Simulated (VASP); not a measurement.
# Be (Fm-3m) in VASP: notebook

Be is run at these levels: PBE; tasks: single point.

Everything below comes from runs of VASP 6.6.1. Logs are shortened: lines on timing, memory, paths and dates and some standing lists are left out, and cuts for length are marked.

### Step 1. The cell of the first run

Symmetry: Fm-3m, No. 225, cubic system. The conventional cell has a = 3.158 Å, b = 3.158 Å, c = 3.158 Å, α = 90.00°, β = 90.00°, γ = 90.00°. Within 3.0 Å of Be (site symmetry m-3m) lie 12 Be at 2.23 Å.

This isn't the form of Be at room conditions, which is hcp.

### Step 2. Single point, PBE (7.87 Å³/atom)

INCAR

```
ALGO = Normal
EDIFF = 1E-6
ENCUT = 600
GGA = PE
GGA_COMPAT = False
ISIF = 2
ISMEAR = 0
LASPH = True
LCHARG = False
LREAL = False
LWAVE = False
NBANDS = 7
NELM = 120
PREC = Accurate
SIGMA = 0.05
```

KPOINTS

```
k-points
0
Gamma
  22 22 22
```

POSCAR

```
Be
1.0
    0.0000000000      1.5790321771      1.5790321771
    1.5790321771      0.0000000000      1.5790321771
    1.5790321771      1.5790321771      0.0000000000
Be
1
Direct
    0.0000000000      0.0000000000      0.0000000000
```

Potentials or basis: VASP PAW PBE potentials, release 64 (Be).

On the command line:

```
cat potpaw_PBE.64/Be/POTCAR > POTCAR
mpirun -np 1 vasp_std > vasp.out
```

OUTCAR:

```text
EDIFF = 1E-6
   ENCUT = 600
   GGA = PE
   ISIF = 2
   ISMEAR = 0
   LASPH = True
   LREAL = False
   NELM = 120
   PREC = Accurate

 ion  position               nearest neighbor table
   1  0.000  0.000  0.000-

  LATTYP: Found a face centered cubic cell.
 ALAT       =     3.1580643542

  Lattice vectors:

 A1 = (   0.0000000000,   1.5790321771,   1.5790321771)
 A2 = (   1.5790321771,   0.0000000000,   1.5790321771)
 A3 = (   1.5790321771,   1.5790321771,   0.0000000000)

Analysis of symmetry for initial positions (statically):
=====================================================================
 Subroutine PRICEL returns:
 Original cell was already a primitive cell.

 Routine SETGRP: Setting up the symmetry group for a
 face centered cubic supercell.

 Subroutine GETGRP returns: Found 48 space group operations
 (whereof 48 operations were pure point group operations)
 out of a pool of 48 trial point group operations.

The static configuration has the point symmetry O_h .

Analysis of symmetry for dynamics (positions and initial velocities):
=====================================================================
 Subroutine PRICEL returns:
 Original cell was already a primitive cell.

 Routine SETGRP: Setting up the symmetry group for a
 face centered cubic supercell.

 Subroutine GETGRP returns: Found 48 space group operations
 (whereof 48 operations were pure point group operations)
 out of a pool of 48 trial point group operations.

The dynamic configuration has the point symmetry O_h .

 Subroutine INISYM returns: Found 48 space group operations
 (whereof 48 operations are pure point group operations),
 and found     1 'primitive' translations

----------------------------------------------------------------------------------------

                                     Primitive cell

  volume of cell :       7.8741

  direct lattice vectors                    reciprocal lattice vectors
     0.000000000  1.579032177  1.579032177    -0.316649659  0.316649659  0.316649659
     1.579032177  0.000000000  1.579032177     0.316649659 -0.316649659  0.316649659
     1.579032177  1.579032177  0.000000000     0.316649659  0.316649659 -0.316649659

  length of vectors
     2.233088720  2.233088720  2.233088720     0.548453297  0.548453297  0.548453297

  position of ions in fractional coordinates (direct lattice)
     0.000000000  0.000000000  0.000000000

  ion indices of the primitive-cell ions
   primitive index   ion index
                 1           1

----------------------------------------------------------------------------------------

 KPOINTS: k-points

Automatic generation of k-mesh.
 Grid dimensions read from file:
 generate k-points for:   22   22   22

 Generating k-lattice:

  Cartesian coordinates                     Fractional coordinates (reciprocal lattice)
    -0.014393166  0.014393166  0.014393166     0.045454545  0.000000000  0.000000000
     0.014393166 -0.014393166  0.014393166     0.000000000  0.045454545  0.000000000
     0.014393166  0.014393166 -0.014393166     0.000000000  0.000000000  0.045454545

  Length of vectors
     0.024929695  0.024929695  0.024929695

  Shift w.r.t. Gamma in fractional coordinates (k-lattice)
     0.000000000  0.000000000  0.000000000

 Subroutine IBZKPT returns following result:
 ===========================================

 Found    328 irreducible k-points:

 Following reciprocal coordinates:
            Coordinates               Weight
  0.000000  0.000000  0.000000      1.000000
  0.045455  0.000000  0.000000      8.000000
  0.090909  0.000000  0.000000      8.000000
  0.136364  0.000000  0.000000      8.000000
  0.181818  0.000000  0.000000      8.000000
  0.227273  0.000000  0.000000      8.000000
[... 16 lines left out ...]
  0.500000  0.045455  0.000000     24.000000
 -0.454545  0.045455  0.000000     24.000000
 [... further k-points ...]
   k-points           NKPTS =    328   k-points in BZ     NKDIM =    328   number of bands    NBANDS=      7
   number of dos      NEDOS =    301   number of ions     NIONS =      1
   total plane-waves  NPLWV =   5832
   dimension x,y,z NGX =    18 NGY =   18 NGZ =   18
   dimension x,y,z NGXF=    36 NGYF=   36 NGZF=   36
   ions per type =               1
   NGX,Y,Z   is equivalent  to a cutoff of  13.40, 13.40, 13.40 a.u.
   NGXF,Y,Z  is equivalent  to a cutoff of  26.80, 26.80, 26.80 a.u.
 SYSTEM =  unknown system
   PREC   = accura    normal or accurate (medium, high low for compatibility)
   ISTART =      0    job   : 0-new  1-cont  2-samecut
   ICHARG =      2    charge: 1-file 2-atom 10-const
   ISPIN  =      1    spin polarized calculation?
   LNONCOLLINEAR =      F non collinear calculations
   LSORBIT =      F    spin-orbit coupling
   LASPH  =      T    aspherical Exc in radial PAW
   ENCUT  =  600.0 eV  44.10 Ry    6.64 a.u.   4.46  4.46  4.46*2*pi/ulx,y,z
   NELM   =    120;   NELMIN=  2; NELMDL= -5     # of ELM steps
   EDIFF  = 0.1E-05   stopping-criterion for ELM
   LREAL  =      F    real-space projection
   EDIFFG = 0.1E-04   stopping-criterion for IOM
   NSW    =      0    number of steps for IOM
   IBRION =     -1    ionic relax: 0-MD 1-quasi-New 2-CG
   NFREE  =      0    steps in history (QN), initial steepest desc. (CG)
   ISIF   =      2    stress and relaxation
   ISYM   =      2    0-nonsym 1-usesym 2-fastsym
   POTIM  = 0.5000    time-step for ionic-motion
   TEBEG  =    0.0;   TEEND  =   0.0 temperature during run
   PSTRESS=    0.0 pullay stress
   NELECT =       2.0000    total number of electrons
   NUPDOWN=      -1.0000    fix difference up-down
   EMIN   =  10.00;   EMAX   =-10.00  energy-range for DOS
   EFERMI =   0.00;   METHOD = LEGACY
   ISMEAR =     0;   SIGMA  =   0.05  broadening in eV -4-tet -1-fermi 0-gaus
   EFERMI_NEDOS =   21; number of points for ismear=-14 and -15
   IALGO  =     38    algorithm
   IMIX   =      4    mixing-type and parameters
     AMIX     =   0.40;   BMIX     =  1.00
     AMIX_MAG =   1.60;   BMIX_MAG =  1.00
  volume/ion in A,a.u.               =       7.87        53.14
  Fermi-wavevector in a.u.,A,eV,Ry     =   1.036773  1.959218 14.624890  1.074899
  Thomas-Fermi vector in A             =   2.171180
   LORBIT       =      0    0 simple, 1 ext, 2 COOP (PROOUT), +10 PAW based schemes
   GGA     = PE    functional components
   LHFCALC =     F    Hartree Fock is set to
   AEXX    =    0.0000 exact exchange contribution
   IVDW    =     0    specifies the selected vdW correction
   LEPSILON=     F    determine dielectric tensor
   LRPA    =     F    only Hartree local field effects (RPA)
 non-spin polarized calculation
 Gauss-broadening in eV      SIGMA  =   0.05
  energy-cutoff  :      600.00
  volume of cell :        7.87
 maximum number of plane-waves:       275
 NGX is ok and might be reduce to    18
   NGX =  9   NGY =  9   NGZ =  9

 number of electron       2.0000000 magnetization

 Free energy of the ion-electron system (eV)
  ---------------------------------------------------
  ext. energy  EPLUGINS =         0.00000000
  ---------------------------------------------------
  free energy    TOTEN  =        -3.68683352 eV

  energy without entropy =       -3.68671059  energy(sigma->0) =       -3.68677205

 E-fermi :   7.6358     XC(G=0): -10.6235

 val. band max:        7.6317265953   @ k =  -0.4545   0.0909   0.0455
 cond. band min:       7.6561999899   @ k =   0.5000   0.0455   0.0000
 fundamental gap:      0.0244733946
 Fermi energy:         7.6358114634

 k-point     1 :       0.0000    0.0000    0.0000
  band No.  band energies     occupation
      1      -4.3192      2.00000
      2      26.9951      0.00000
      3      26.9951      0.00000
      4      26.9951      0.00000
      5      36.6693      0.00000
      6      36.6693      0.00000
      7      36.6693      0.00000

 k-point     2 :       0.0455    0.0000    0.0000
  band No.  band energies     occupation
      1      -4.2507      2.00000
      2      26.4389      0.00000
      3      26.8757      0.00000
      4      26.8757      0.00000
      5      35.7403      0.00000
      6      36.8995      0.00000
      7      36.8995      0.00000

 k-point     3 :       0.0909    0.0000    0.0000
  band No.  band energies     occupation
      1      -4.0451      2.00000
      2      24.9044      0.00000
      3      26.5578      0.00000
      4      26.5578      0.00000
      5      34.9821      0.00000
      6      37.5078      0.00000
      7      37.5078      0.00000

 k-point     4 :       0.1364    0.0000    0.0000
  band No.  band energies     occupation
      1      -3.7025      2.00000
      2      22.7605      0.00000
      3      26.1282      0.00000
      4      26.1282      0.00000
      5      34.8721      0.00000
      6      38.2192      0.00000
      7      38.2192      0.00000

 k-point     5 :       0.1818    0.0000    0.0000
  band No.  band energies     occupation
      1      -3.2234      2.00000
      2      20.3659      0.00000
      3      25.6690      0.00000
      4      25.6690      0.00000
      5      35.1981      0.00000
      6      38.4608      0.00000
      7      38.4608      0.00000

 k-point     6 :       0.2273    0.0000    0.0000
  band No.  band energies     occupation
      1      -2.6093      2.00000
      2      17.9311      0.00000
      3      25.2359      0.00000
      4      25.2359      0.00000
      5      35.7663      0.00000
      6      37.8561      0.00000
      7      37.8561      0.00000

 k-point     7 :       0.2727    0.0000    0.0000
  band No.  band energies     occupation
      1      -1.8644      2.00000
      2      15.5651      0.00000
      3      24.8607      0.00000
      4      24.8607      0.00000
      5      36.3494      0.00000
      6      36.8518      0.00000
      7      36.8518      0.00000
[... 121 lines left out ...]
 k-point    20 :       0.3636    0.0455    0.0000
  band No.  band energies     occupation
      1      -0.2980      2.00000
      2      11.9752      0.00000
      3      23.5873      0.00000
      4      24.7847      0.00000
      5      33.0551      0.00000
      6      36.2309      0.00000
      7      38.1472      0.00000

 k-point    21 :       0.4091    0.0455    0.0000
  band No.  band energies     occupation
      1       0.7077      2.00000
      2      10.0855      0.00000
      3      23.5422      0.00000
      4      24.4206      0.00000
      5      32.5405      0.00000
      6      35.3767      0.00000
      7      37.8845      0.00000

 k-point    22 :       0.4545    0.0455    0.0000
  band No.  band energies     occupation
      1       1.6707      2.00000
      2       8.5451      0.00000
      3      23.5998      0.00000
      4      24.0946      0.00000
      5      32.2654      0.00000
      6      34.7224      0.00000
      7      37.6017      0.00000

 k-point    23 :       0.5000    0.0455    0.0000
  band No.  band energies     occupation
      1       2.2956      2.00000
      2       7.6562      0.56416
      3      23.7490      0.00000
      4      23.8179      0.00000
      5      32.2385      0.00000
      6      34.2960      0.00000
      7      37.4901      0.00000

 k-point    24 :      -0.4545    0.0455    0.0000
  band No.  band energies     occupation
      1       2.1547      2.00000
      2       7.8494      0.00000
      3      23.6053      0.00000
      4      23.9759      0.00000
      5      32.4519      0.00000
      6      34.1175      0.00000
      7      37.5742      0.00000

 [... further k-points ...]

------------------------ aborting loop because EDIFF is reached ----------------------------------------

  FORCE on cell =-STRESS in cart. coord.  units (eV):
  Direction    XX          YY          ZZ          XY          YZ          ZX
  --------------------------------------------------------------------------------------
  -------------------------------------------------------------------------------------
  Total        0.0074202      0.0074202      0.0074202     -0.0000000      0.0000000      0.0000000
  in kB        1.5098128      1.5098128      1.5098128     -0.0000000      0.0000000      0.0000000
  external PRESSURE =       1.5098128 kB  Pullay stress =       0.0000000 kB

 VOLUME and BASIS-vectors are now :
 -----------------------------------------------------------------------------
  energy-cutoff  :      600.00
  volume of cell :        7.87
      direct lattice vectors                 reciprocal lattice vectors
     0.000000000  1.579032177  1.579032177    -0.316649659  0.316649659  0.316649659
     1.579032177  0.000000000  1.579032177     0.316649659 -0.316649659  0.316649659
     1.579032177  1.579032177  0.000000000     0.316649659  0.316649659 -0.316649659

 POSITION                                       TOTAL-FORCE (eV/Angst)
 -----------------------------------------------------------------------------------
      0.00000      0.00000      0.00000         0.000000      0.000000     -0.000000
 -----------------------------------------------------------------------------------
    total drift:                                0.000000      0.000000     -0.000000

  FREE ENERGIE OF THE ION-ELECTRON SYSTEM (eV)
  ---------------------------------------------------
  free  energy   TOTEN  =        -3.6868335178 eV

  energy  without entropy=       -3.6867105884  energy(sigma->0) =       -3.68677205
```

It took 22 s on 1 thread of Intel Xeon 8259CL, shared host; peak memory 0.13 GiB.

What came out:

```
Free energy            : -3.6868 eV
Pressure               : 0.2 GPa
Band gap on the k mesh : zero (bands 1 and 2 overlap by 0.70 eV)
```

Levels at points of the mesh, in eV from the Fermi level:
```tsv
k point	band 1	band 2	band 3	band 4
(0.00, 0.00, 0.00)	-11.96	19.36	19.36	19.36
(0.50, 0.00, 0.00)	-5.37	-0.07	16.42	16.42
(0.50, 0.50, 0.00)	-2.75	3.76	9.45	9.45
```

### Step 3. Single point, PBE

This run uses another cell than the first one, of 8.15 Å³/atom.

INCAR

```
SYSTEM = Be
ALGO = Normal ; EDIFF = 1E-6
ENCUT = 600 ; GGA = PE
GGA_COMPAT = .False. ; ISIF = 2
ISMEAR = 0 ; LASPH = .True.
LCHARG = .False. ; LREAL = .False.
LWAVE = .False. ; NBANDS = 7
NELM = 120 ; PREC = Accurate
SIGMA = 0.05
```

KPOINTS

```
k-points
0
Gamma
  22 22 22
  0 0 0
```

POSCAR

```
Be
1.0
    0.0000000000      1.5971596744      1.5971596744
    1.5971596744      0.0000000000      1.5971596744
    1.5971596744      1.5971596744      0.0000000000
Be
1
Direct
    0.0000000000      0.0000000000      0.0000000000
```

Potentials or basis: VASP PAW PBE potentials, release 64 (Be).

On the command line:

```
cat potpaw_PBE.64/Be/POTCAR > POTCAR
mpirun -np 1 vasp_std > vasp.out
```

It took 24 s on 1 thread of Intel Xeon 8259CL, shared host; peak memory 0.13 GiB.

The run converged. Its results:

```yaml
Free_energy: -3.6836 eV
Pressure: -3.8 GPa
Band_gap_on_the_k_mesh: zero (bands 1 and 2 overlap by 0.68 eV)
```

Levels at points of the mesh, in eV from the Fermi level:
| k point | band 1 | band 2 | band 3 | band 4 | band 5 |
| --- | --- | --- | --- | --- | --- |
| (0.00, 0.00, 0.00) | -11.67 | 18.91 | 18.91 | 18.91 | 28.50 |
| (0.50, 0.00, 0.00) | -5.14 | -0.08 | 16.06 | 16.06 | 25.71 |
| (0.50, 0.50, 0.00) | -2.59 | 3.71 | 9.29 | 9.29 | 14.89 |

Caveat: the cell stands under tension.

[end of part 1 of 2]
